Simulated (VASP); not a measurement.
Ir:

```
Ir
1.0
     4.27570    0.00000    0.00000
    -2.13785    3.70287    0.00000
     0.00000    0.00000    2.63731
Ir
3
Direct
  0.00000 0.00000 0.00000
  0.33333 0.66667 0.50000
  0.66667 0.33333 0.50000
```

This cell differs from its parent crystal: volume scaled by 0.96.

Base run:

* Program: VASP 6.6.1
* Functional: PBEsol
* Potentials or basis: VASP PAW PBE potentials, release 64 (Ir_sv_GW)
* Cutoff: 500 eV
* k mesh: 11 × 11 × 15
* Occupations: fermi-dirac, width 0.1 eV
* Spin: no spin polarisation

Its results: pressure 12.7 GPa.

Question: The run is repeated on the same cell with these changes: potentials or basis from VASP PAW PBE potentials, release 64 (Ir_sv_GW) to VASP PAW PBE potentials, release 64 (Ir); cutoff from 500 eV to 520 eV; further incar settings from ALGO = Normal; EDIFF = 1e-06; NBANDS = 32 to ALGO = Normal; EDIFF = 1e-07; NBANDS = 20; valence electrons from 51 to 27. What comes out?

Answer: Pressure 17.3 GPa.

Caveats: the PAW data sets were made with another functional, which shifts forces and pressure a little.
